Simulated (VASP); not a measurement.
# Ni (Fm-3m) in VASP: a series of runs

Ni is run at these levels: revPBE+D3(BJ), PBE; tasks: single point.

Everything below comes from runs of VASP 6.6.1. Logs are shortened: lines on timing, memory, paths and dates and some standing lists are left out, and cuts for length are marked.

## (1) The cell of the first run

Symmetry: Fm-3m, No. 225, cubic system. Conventional cell: a = 3.461 Å, b = 3.461 Å, c = 3.461 Å, α = 90.00°, β = 90.00°, γ = 90.00°. Within 3.2 Å of Ni (site symmetry m-3m) lie 12 Ni at 2.45 Å.

## (2) Single point, revPBE+D3(BJ), collinear spin, ferromagnetic start

The input, INCAR:

```
SYSTEM = Ni
  PREC = Accurate
  ENCUT = 520
  EDIFF = 1E-6
  ISMEAR = 1
  SIGMA = 0.1
  LREAL = .FALSE.
  LASPH = .TRUE.
  NELM = 150
  ALGO = Normal
  ISIF = 2
  LWAVE = .FALSE.
  LCHARG = .TRUE.
  ISPIN = 2
  MAGMOM = 1.5
  LORBIT = 11
  LMAXMIX = 4
  GGA = RE
  IVDW = 12
  LELF = .TRUE.
  LVHAR = .TRUE.
  NBANDS = 15
```

The input, KPOINTS:

```
Automatic mesh
0
G
  14 14 14
  0 0 0
```

The input, POSCAR:

```
Ni
1.0
    2.4473613548      0.0000000000      0.0000000000
    1.2236806774      2.1194771055      0.0000000000
    1.2236806774      0.7064923685      1.9982621785
Ni
1
Direct
    0.0000000000      0.0000000000      0.0000000000
```

Potentials or basis: VASP PAW PBE potentials, release 64 (Ni).

The run is started by

```sh
$ cat potpaw_PBE.64/Ni/POTCAR > POTCAR
$ mpirun -np 1 vasp_std > vasp.out
```

OUTCAR:

```text
SYSTEM = Ni
   PREC = Accurate
   ENCUT = 520
   EDIFF = 1E-6
   ISMEAR = 1
   LREAL = .FALSE.
   LASPH = .TRUE.
   NELM = 150
   ISIF = 2
   ISPIN = 2
   LORBIT = 11
   GGA = RE
   IVDW = 12
 IVDW          = 12

 ion  position               nearest neighbor table
   1  0.000  0.000  0.000-

  LATTYP: Found a face centered cubic cell.
 ALAT       =     3.4610916200

  Lattice vectors:

 A1 = (   2.4473613548,   0.0000000000,   0.0000000000)
 A2 = (   1.2236806774,   2.1194771055,   0.0000000000)
 A3 = (   1.2236806774,   0.7064923685,   1.9982621785)

Analysis of symmetry for initial positions (statically):
=====================================================================
 Subroutine PRICEL returns:
 Original cell was already a primitive cell.

 Routine SETGRP: Setting up the symmetry group for a
 face centered cubic supercell.

 Subroutine GETGRP returns: Found 48 space group operations
 (whereof 48 operations were pure point group operations)
 out of a pool of 48 trial point group operations.

The static configuration has the point symmetry O_h .

Analysis of symmetry for dynamics (positions and initial velocities):
=====================================================================
 Subroutine PRICEL returns:
 Original cell was already a primitive cell.

 Routine SETGRP: Setting up the symmetry group for a
 face centered cubic supercell.

 Subroutine GETGRP returns: Found 48 space group operations
 (whereof 48 operations were pure point group operations)
 out of a pool of 48 trial point group operations.

The dynamic configuration has the point symmetry O_h .

Analysis of structural, dynamic, and magnetic symmetry:
=====================================================================
 Subroutine PRICEL returns:
 Original cell was already a primitive cell.

 Routine SETGRP: Setting up the symmetry group for a
 face centered cubic supercell.

 Subroutine GETGRP returns: Found 48 space group operations
 (whereof 48 operations were pure point group operations)
 out of a pool of 48 trial point group operations.

The overall configuration has the point symmetry O_h .

 Subroutine INISYM returns: Found 48 space group operations
 (whereof 48 operations are pure point group operations),
 and found     1 'primitive' translations

----------------------------------------------------------------------------------------

                                     Primitive cell

  volume of cell :      10.3652

  direct lattice vectors                    reciprocal lattice vectors
     2.447361355  0.000000000  0.000000000     0.408603330 -0.235907243 -0.166811611
     1.223680677  2.119477106  0.000000000     0.000000000  0.471814485 -0.166811611
     1.223680677  0.706492368  1.998262179     0.000000000  0.000000000  0.500434833

  length of vectors
     2.447361355  2.447361355  2.447361355     0.500434833  0.500434833  0.500434833

  position of ions in fractional coordinates (direct lattice)
     0.000000000  0.000000000  0.000000000

  ion indices of the primitive-cell ions
   primitive index   ion index
                 1           1

----------------------------------------------------------------------------------------

 KPOINTS: Automatic mesh

Automatic generation of k-mesh.
 Grid dimensions read from file:
 generate k-points for:   14   14   14

 Generating k-lattice:

  Cartesian coordinates                     Fractional coordinates (reciprocal lattice)
     0.029185952 -0.016850517 -0.011915115     0.071428571  0.000000000 -0.000000000
     0.000000000  0.033701035 -0.011915115     0.000000000  0.071428571  0.000000000
     0.000000000  0.000000000  0.035745345     0.000000000  0.000000000  0.071428571

  Length of vectors
     0.035745345  0.035745345  0.035745345

  Shift w.r.t. Gamma in fractional coordinates (k-lattice)
     0.000000000  0.000000000  0.000000000

 Subroutine IBZKPT returns following result:
 ===========================================

 Found    104 irreducible k-points:

 Following reciprocal coordinates:
            Coordinates               Weight
  0.000000  0.000000  0.000000      1.000000
  0.071429  0.000000  0.000000      8.000000
  0.142857  0.000000  0.000000      8.000000
  0.214286  0.000000 -0.000000      8.000000
  0.285714  0.000000  0.000000      8.000000
  0.357143  0.000000 -0.000000      8.000000
[... 16 lines left out ...]
  0.214286  0.142857 -0.000000     24.000000
  0.285714  0.142857  0.000000     24.000000
 [... further k-points ...]
   k-points           NKPTS =    104   k-points in BZ     NKDIM =    104   number of bands    NBANDS=     15
   number of dos      NEDOS =    301   number of ions     NIONS =      1
   total plane-waves  NPLWV =   5832
   dimension x,y,z NGX =    18 NGY =   18 NGZ =   18
   dimension x,y,z NGXF=    36 NGYF=   36 NGZF=   36
   ions per type =               1
   NGX,Y,Z   is equivalent  to a cutoff of  12.23, 12.23, 12.23 a.u.
   NGXF,Y,Z  is equivalent  to a cutoff of  24.45, 24.45, 24.45 a.u.
 SYSTEM =  Ni
   PREC   = accura    normal or accurate (medium, high low for compatibility)
   ISTART =      0    job   : 0-new  1-cont  2-samecut
   ICHARG =      2    charge: 1-file 2-atom 10-const
   ISPIN  =      2    spin polarized calculation?
   LNONCOLLINEAR =      F non collinear calculations
   LSORBIT =      F    spin-orbit coupling
   LASPH  =      T    aspherical Exc in radial PAW
   ENCUT  =  520.0 eV  38.22 Ry    6.18 a.u.   4.55  4.55  4.55*2*pi/ulx,y,z
   NELM   =    150;   NELMIN=  2; NELMDL= -5     # of ELM steps
   EDIFF  = 0.1E-05   stopping-criterion for ELM
   LREAL  =      F    real-space projection
   EDIFFG = 0.1E-04   stopping-criterion for IOM
   NSW    =      0    number of steps for IOM
   IBRION =     -1    ionic relax: 0-MD 1-quasi-New 2-CG
   NFREE  =      0    steps in history (QN), initial steepest desc. (CG)
   ISIF   =      2    stress and relaxation
   ISYM   =      2    0-nonsym 1-usesym 2-fastsym
   POTIM  = 0.5000    time-step for ionic-motion
   TEBEG  =    0.0;   TEEND  =   0.0 temperature during run
   PSTRESS=    0.0 pullay stress
   NELECT =      10.0000    total number of electrons
   NUPDOWN=      -1.0000    fix difference up-down
   EMIN   =  10.00;   EMAX   =-10.00  energy-range for DOS
   EFERMI =   0.00;   METHOD = LEGACY
   ISMEAR =     1;   SIGMA  =   0.10  broadening in eV -4-tet -1-fermi 0-gaus
   EFERMI_NEDOS =   21; number of points for ismear=-14 and -15
   IALGO  =     38    algorithm
   IMIX   =      4    mixing-type and parameters
     AMIX     =   0.40;   BMIX     =  1.00
     AMIX_MAG =   1.60;   BMIX_MAG =  1.00
  volume/ion in A,a.u.               =      10.37        69.95
  Fermi-wavevector in a.u.,A,eV,Ry     =   1.617639  3.056895 35.603146  2.616757
  Thomas-Fermi vector in A             =   2.712032
   LORBIT       =     11    0 simple, 1 ext, 2 COOP (PROOUT), +10 PAW based schemes
   GGA     = RE    functional components
   LHFCALC =     F    Hartree Fock is set to
   AEXX    =    0.0000 exact exchange contribution
   IVDW    =    12    specifies the selected vdW correction
   LEPSILON=     F    determine dielectric tensor
   LRPA    =     F    only Hartree local field effects (RPA)
 spin polarized calculation
 Methfessel and Paxton  Order N= 1 SIGMA  =   0.10
  energy-cutoff  :      520.00
  volume of cell :       10.37
 maximum number of plane-waves:       295
   NGX =  9   NGY =  9   NGZ =  9

 number of electron      10.0000000 magnetization       1.5000000

 number of electron       9.9999993 magnetization       0.5666538

 Free energy of the ion-electron system (eV)
  ---------------------------------------------------
  ext. energy  EPLUGINS =         0.00000000
  ---------------------------------------------------
  free energy    TOTEN  =        -5.02550258 eV

  energy without entropy =       -5.02541293  energy(sigma->0) =       -5.02547269

 E-fermi :  10.1926     XC(G=0): -13.4552

 val. band max:       10.1874159595   @ k =   0.4286   0.4286  -0.0000
 cond. band min:      10.2033781361   @ k =   0.5000   0.1429   0.0714
 fundamental gap:      0.0159621766
 Fermi energy:        10.1925725216

 spin component 1

 k-point     1 :       0.0000    0.0000    0.0000
  band No.  band energies     occupation
      1       0.8521      1.00000
      2       7.6505      1.00000
      3       7.6505      1.00000
      4       7.6505      1.00000
      5       8.9095      1.00000
      6       8.9095      1.00000
      7      34.2994      0.00000
      8      38.5906      0.00000
      9      38.5906      0.00000
     10      38.5906      0.00000
     11      41.7025      0.00000
     12      41.7025      0.00000
     13      41.7025      0.00000
     14      44.4603      0.00000
[... 401 lines left out ...]
      2       6.9391      1.00000
      3       7.9076      1.00000
      4       8.1852      1.00000
      5       8.8625      1.00000
      6       9.2630      1.00000
      7      26.2528      0.00000
      8      31.9674      0.00000
      9      32.4458      0.00000
     10      35.4445      0.00000
     11      40.8302      0.00000
     12      44.5923      0.00000
     13      46.6331      0.00000
     14      48.9049      0.00000
     15      53.7302      0.00000

 [... further k-points ...]

 spin component 2

 k-point     1 :       0.0000    0.0000    0.0000
  band No.  band energies     occupation
      1       0.7906      1.00000
      2       8.3590      1.00000
      3       8.3590      1.00000
      4       8.3590      1.00000
      5       9.4412      1.00000
      6       9.4412      1.00000
      7      34.1116      0.00000
      8      38.5366      0.00000
      9      38.5366      0.00000
     10      38.5366      0.00000
     11      41.7664      0.00000
     12      41.7664      0.00000
     13      41.7664      0.00000
     14      44.3289      0.00000
[... 401 lines left out ...]
      2       7.5660      1.00000
      3       8.4807      1.00000
      4       8.8593      1.00000
      5       9.4906      1.00000
      6       9.8618      1.00002
      7      26.3439      0.00000
      8      32.0192      0.00000
      9      32.3835      0.00000
     10      35.4705      0.00000
     11      40.9322      0.00000
     12      44.5288      0.00000
     13      46.5737      0.00000
     14      48.8878      0.00000
     15      53.7885      0.00000

 [... further k-points ...]

------------------------ aborting loop because EDIFF is reached ----------------------------------------

 Edisp (eV)   -0.93841

 E8    (eV) :    -0.6555

  FORCE on cell =-STRESS in cart. coord.  units (eV):
  Direction    XX          YY          ZZ          XY          YZ          ZX
  --------------------------------------------------------------------------------------
  -------------------------------------------------------------------------------------
  Total      -0.00481    -0.00481    -0.00481     0.00000    -0.00000     0.00000
  in kB      -0.74296    -0.74296    -0.74296     0.00000    -0.00000     0.00000
  external pressure =       -0.74 kB  Pullay stress =        0.00 kB

 VOLUME and BASIS-vectors are now :
 -----------------------------------------------------------------------------
  energy-cutoff  :      520.00
  volume of cell :       10.37
      direct lattice vectors                 reciprocal lattice vectors
     2.447361355  0.000000000  0.000000000     0.408603330 -0.235907243 -0.166811611
     1.223680677  2.119477106  0.000000000     0.000000000  0.471814485 -0.166811611
     1.223680677  0.706492368  1.998262179     0.000000000  0.000000000  0.500434833

 POSITION                                       TOTAL-FORCE (eV/Angst)
 -----------------------------------------------------------------------------------
      0.00000      0.00000      0.00000         0.000000      0.000000      0.000000
 -----------------------------------------------------------------------------------
    total drift:                               -0.000000      0.000000      0.000000

  FREE ENERGIE OF THE ION-ELECTRON SYSTEM (eV)
  ---------------------------------------------------
  free  energy   TOTEN  =        -5.9639139799 eV

  energy  without entropy=       -5.9638243324  energy(sigma->0) =       -5.96388410

 total charge

# of ion       s       p       d       tot
------------------------------------------
    1        0.517   0.542   8.337   9.396

 magnetization (x)

# of ion       s       p       d       tot
------------------------------------------
    1       -0.009  -0.029   0.613   0.575
```

Run time: 19 s. Hardware: 1 thread of Intel Xeon 6975P-C (Granite Rapids), shared host; peak memory 0.15 GiB.

Results:

* Free energy: -5.9639 eV
* Pressure: -0.1 GPa
* Net moment: 0.57 μB per cell
* Site moments: Ni +0.57 μB
* Valence electrons inside the program's atomic spheres: Ni 9.40
* Dispersion energy per atom: -0.938 eV

Caveat: the PAW data sets were made with another functional, which shifts forces and pressure a little.

## (3) Single point, PBE, collinear spin, ferromagnetic start

This run uses another cell than the first one, of 10.88 Å³/atom.

The input, INCAR:

```
SYSTEM = Ni
PREC = Accurate ; ENCUT = 520
EDIFF = 1E-6 ; ISMEAR = 1
SIGMA = 0.1 ; LREAL = .FALSE.
LASPH = .TRUE. ; NELM = 150
ALGO = Normal ; ISIF = 2
LWAVE = .FALSE. ; LCHARG = .FALSE.
ISPIN = 2 ; MAGMOM = 1.5
LORBIT = 11 ; LMAXMIX = 4
GGA = PE ; NBANDS = 15
```

KPOINTS is that of step 2.

The input, POSCAR:

```
Ni
1.0
    2.4870640540      0.0000000000      0.0000000000
    1.2435320270      2.1538606516      0.0000000000
    1.2435320270      0.7179535505      2.0306792967
Ni
1
Direct
    0.0000000000      0.0000000000      0.0000000000
```

Potentials or basis: VASP PAW PBE potentials, release 64 (Ni).

The run is started by

```sh
$ cat potpaw_PBE.64/Ni/POTCAR > POTCAR
$ mpirun -np 1 vasp_std > vasp.out
```

Wall time 21 s (1 thread of Intel Xeon 6975P-C (Granite Rapids), shared host); peak memory 0.13 GiB.

The run converged. Its results:

- Free energy: -5.4667 eV
- Pressure: -0.1 GPa
- Net moment: 0.58 μB per cell
- Site moments: Ni +0.60 μB
- Valence electrons inside the program's atomic spheres: Ni 9.31

Levels at points of the mesh, in eV from the Fermi level:
Spin up:
```tsv
k point	band 1	band 2	band 3	band 4	band 5	band 6	band 7	band 8	band 9	band 10
(0.00, 0.00, 0.00)	-9.01	-2.42	-2.42	-2.42	-1.24	-1.24	23.73	27.59	27.59	27.59
(0.50, 0.00, 0.00)	-4.83	-2.40	-2.40	-0.59	-0.59	-0.29	5.67	22.21	24.68	24.68
(0.50, 0.50, 0.00)	-4.64	-4.18	-0.53	-0.46	-0.46	2.45	9.23	14.83	14.83	19.73
```
Spin down:
```
           k point  band 1  band 2  band 3  band 4  band 5  band 6  band 7  band 8  band 9  band 10
(0.00, 0.00, 0.00)   -9.06   -1.70   -1.70   -1.70   -0.70   -0.70   23.55   27.56   27.56    27.56
(0.50, 0.00, 0.00)   -4.42   -1.82   -1.82   -0.36    0.13    0.13    6.07   22.06   24.75    24.75
(0.50, 0.50, 0.00)   -4.32   -3.60    0.04    0.36    0.36    2.40    9.45   14.82   14.82    19.88
```
